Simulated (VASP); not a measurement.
A run of VASP 6.6.1 is set up as follows.

File INCAR:

```
ALGO = Normal
EDIFF = 1E-6
ENCUT = 500
GGA = CA
GGA_COMPAT = False
ISIF = 2
ISMEAR = 1
LASPH = True
LCHARG = True
LELF = True
LREAL = False
LVHAR = True
LWAVE = False
NBANDS = 10
NELM = 120
PREC = Accurate
SIGMA = 0.15
```

File KPOINTS:

```
k-points
0
Gamma
  6 6 6
```

The input POSCAR:

```
K
1.0
    4.4224487085      0.0000000000      0.0000000000
    0.0000000000      4.4224487085      0.0000000000
    0.0000000000      0.0000000000      4.4224487085
K
1
Direct
    0.0000000000      0.0000000000      0.0000000000
```

Potentials or basis: VASP PAW LDA potentials, release 64 (K_sv).

Run with:

```bash
$ cat potpaw_LDA.64/K_sv/POTCAR > POTCAR
$ mpirun -np 1 vasp_std > vasp.out
```

Question: What does it give for the pressure?

Answer: -0.5 GPa.

Question: Predict the band gap on the k mesh.

Answer: Zero (an odd number of electrons rules out a gap without spin polarisation).
